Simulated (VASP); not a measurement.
## Mn: single point with LDA

Mn:

```
Mn
1.0
     2.42493    0.00000    0.00000
     0.00000    2.42493    0.00000
     0.00000    0.00000    3.42831
Mn
2
Direct
  0.00000 0.00000 0.00000
  0.50000 0.50000 0.50000
```

This isn't the form of Mn at room conditions, which is a 58-atom cubic cell.

| Quantity | Value |
| --- | --- |
| Program | VASP 6.6.1 |
| Task | single point |
| Functional | LDA |
| Potentials or basis | VASP PAW LDA potentials, release 64 (Mn_pv) |
| Cutoff | 520 eV |
| k mesh | 20 × 20 × 15 |
| Occupations | fermi-dirac, width 0.05 eV |
| Spin | collinear spin, antiferromagnetic start |
| Starting moments | [2.5, -2.5] μB |

```json
{
 "Pressure": "0.4 GPa",
 "Band gap on the k mesh": "zero (filled and empty bands overlap)",
 "Net moment": "0.00 μB per cell",
 "Valence electrons inside the program's atomic spheres": "Mn 12.13"
}
```

Levels at points of the mesh, in eV from the Fermi level:
Spin up:
```tsv
k point	band 11	band 12	band 13	band 14	band 15	band 16
(0.00, 0.00, 0.00)	-1.26	-1.26	0.57	0.57	1.82	2.24
(0.50, 0.00, 0.00)	-2.13	-2.13	-0.29	-0.29	0.55	0.55
(0.50, 0.50, 0.00)	1.82	1.82	2.24	2.24	2.24	2.24
```
Spin down:
```csv
k point,band 10,band 11,band 12,band 13,band 14,band 15,band 16,band 17
"(0.00, 0.00, 0.00)",-1.26,-1.26,-1.26,0.57,0.57,1.82,2.24,2.24
"(0.50, 0.00, 0.00)",-2.38,-2.13,-2.13,-0.29,-0.29,0.55,0.55,3.90
"(0.50, 0.50, 0.00)",-4.29,1.82,1.82,2.24,2.24,2.24,2.24,3.86
```

Wall time 14 min on 1 thread of Intel Xeon 8259CL, with other jobs on the host, peak memory 0.42 GiB.

Caveat: the moments typed at the start vanished in this run.
